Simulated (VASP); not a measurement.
Set up this calculation in VASP 6.6.1, as the native input.

```
Task                   : relaxation of cell and atoms
Functional             : LDA
Potentials or basis    : VASP PAW LDA potentials, release 64 (Co_sv)
Cutoff                 : 690 eV
k mesh                 : 17 × 17 × 17
Occupations            : fermi-dirac, width 0.08 eV
Spin                   : collinear spin, ferromagnetic start
Starting moments       : [1.7] μB
Target pressure        : 4.5 GPa
Dipole correction      : no
Further INCAR settings : ALGO = Normal; EDIFF = 1e-07; IBRION = 2; EDIFFG = -0.005; NSW = 60; ISIF = 3
```

The structure of Co lies in POSCAR:

```
Co
1.0
    2.1975491136      0.0000000000      0.0000000000
    0.0000000000      2.1975491136      0.0000000000
    0.0000000000      0.0000000000      2.1975491136
Co
1
Direct
    0.0000000000      0.0000000000      0.0000000000
```

This isn't the form of Co at room conditions, which is hcp.

The input as run:

INCAR

```
SYSTEM = Co
ALGO     = Normal         ! electronic algorithm
EDIFF    = 1E-7           ! SCF threshold, eV
EDIFFG   = -0.005         ! ionic threshold
ENCUT    = 690            ! plane-wave cutoff, eV
GGA_COMPAT= .FALSE.      
IBRION   = 2              ! ionic algorithm
ISIF     = 3              ! what is computed and relaxed
ISMEAR   = -1             ! smearing method
ISPIN    = 2              ! spin polarisation
LASPH    = .TRUE.         ! aspherical terms in the spheres
LCHARG   = .FALSE.        ! write CHGCAR
LMAXMIX  = 4              ! l up to which the mixer works
LORBIT   = 11             ! projections on sites
LREAL    = .FALSE.        ! projectors in reciprocal space
LWAVE    = .FALSE.        ! write WAVECAR
MAGMOM   = 1.7            ! initial moments
NELM     = 200            ! most SCF steps
NELMIN   = 4            
NSW      = 60             ! ionic steps
PREC     = Accurate       ! precision mode
PSTRESS  = 45.0         
SIGMA    = 0.08           ! smearing width, eV
```

KPOINTS

```
k-points
0
G
  17 17 17
  0 0 0
```

Potentials or basis: VASP PAW LDA potentials, release 64 (Co_sv).

Run with:

```console
$ cat potpaw_LDA.64/Co_sv/POTCAR > POTCAR
$ mpirun -np 1 vasp_std > vasp.out
```

It gave:

```
Relaxed volume                                             : 11.14 Å³/atom
Relaxed cell                                               : a = 2.234 Å, b = 2.234 Å, c = 2.234 Å, α = 90.00°, β = 90.00°, γ = 90.00°
Space group after relaxing (to 0.1 Å)                      : Pm-3m (No. 221)
Energy change on relaxing (the run minimises the enthalpy) : -34.1 meV/atom
Ionic steps                                                : 3
Pressure after relaxing                                    : 4.5 GPa
Net moment                                                 : 1.45 μB per cell
Site moments                                               : Co +1.43 μB
Valence electrons inside the program's atomic spheres      : Co 15.19
```

Caveat: the cell is relaxed towards a set pressure, so the run minimises the enthalpy, not the energy.

Wall time 2.1 min on 1 thread of Intel(R) Xeon(R) Platinum 8559C (Emerald Rapids) (shared host), peak memory 0.16 GiB.
